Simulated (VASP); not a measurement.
Here is a VASP 6.6.1 calculation.

The input INCAR:

```
SYSTEM = NbSnTe4
PREC = Accurate
ENCUT = 520
EDIFF = 1E-7
ISMEAR = 0
SIGMA = 0.1
LREAL = .FALSE.
LASPH = .TRUE.
NELM = 80
ALGO = Normal
ISIF = 2
LWAVE = .FALSE.
LCHARG = .FALSE.
GGA = PE
NBANDS = 34
```

KPOINTS

```
Automatic mesh
0
G
  4 4 4
  0 0 0
```

Contents of POSCAR:

```
NbSnTe4
1.0
    0.0000000000      4.4011892165      4.4011892165
    4.4011892165      0.0000000000      4.4011892165
    4.4011892165      4.4011892165      0.0000000000
Nb Sn Te
1 1 4
Direct
    0.5000000000      0.5000000000      0.5000000000
    0.2500000000      0.2500000000      0.2500000000
    0.8741014076      0.3776957771      0.8741014076
    0.8741014076      0.8741014076      0.3776957771
    0.8741014076      0.8741014076      0.8741014076
    0.3776957771      0.8741014076      0.8741014076
```

Potentials or basis: VASP PAW PBE potentials, release 64 (Nb_sv, Sn_d, Te).

The run is started by

```bash
$ cat potpaw_PBE.64/Nb_sv/POTCAR potpaw_PBE.64/Sn_d/POTCAR potpaw_PBE.64/Te/POTCAR > POTCAR
$ mpirun -np 1 vasp_std > vasp.out
```

(1) Estimate the pressure.

Answers

(1) -0.1 GPa.
